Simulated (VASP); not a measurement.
ScNb:

```
Nb Sc
1.0
     3.06564    0.00000    0.00000
    -1.53282    2.65493    0.00000
     0.00000    0.00000    5.07219
Nb Sc
1 1
Cartesian
  0.0000 1.7700 2.5361
  0.0000 0.0000 0.0000
```

* Program: VASP 6.6.1
* Task: relaxation of cell and atoms
* Functional: PBEsol
* Potentials or basis: VASP PAW PBE potentials, release 64 (Nb_sv, Sc_sv)
* Cutoff: 600 eV
* k mesh: 10 × 10 × 5
* Occupations: fermi-dirac, width 0.05 eV
* Spin: no spin polarisation

At the start: pressure -4.1 GPa; volume 20.64 Å³/atom.

Task: Where does the relaxation end?

Result: Over 3 steps the energy falls by 10.7 meV/atom and the volume is 19.83 Å³/atom (-3.9 %); space group P-6m2 (No. 187, to 0.1 Å) before and after.

The path:
```csv
step,energy change (eV),largest force (eV/Å),pressure (GPa),volume (Å³)
1,0.0000,0.0000,-4.09,41.28
2,-0.0029,0.0000,4.20,38.21
3,-0.0213,0.0000,-0.03,39.66
```

Final structure:
```yaml
crystal:
  lattice:
    - [3.02606, 0.00000, 0.00000]
    - [-1.51303, 2.62064, 0.00000]
    - [0.00000, 0.00000, 5.00138]
  atoms:
    - { symbol: Nb, position: [0.33333, 0.66667, 0.50000] }
    - { symbol: Sc, position: [0.00000, 0.00000, 0.00000] }
```

Caveat: the PAW data sets were made with another functional, which shifts forces and pressure a little.
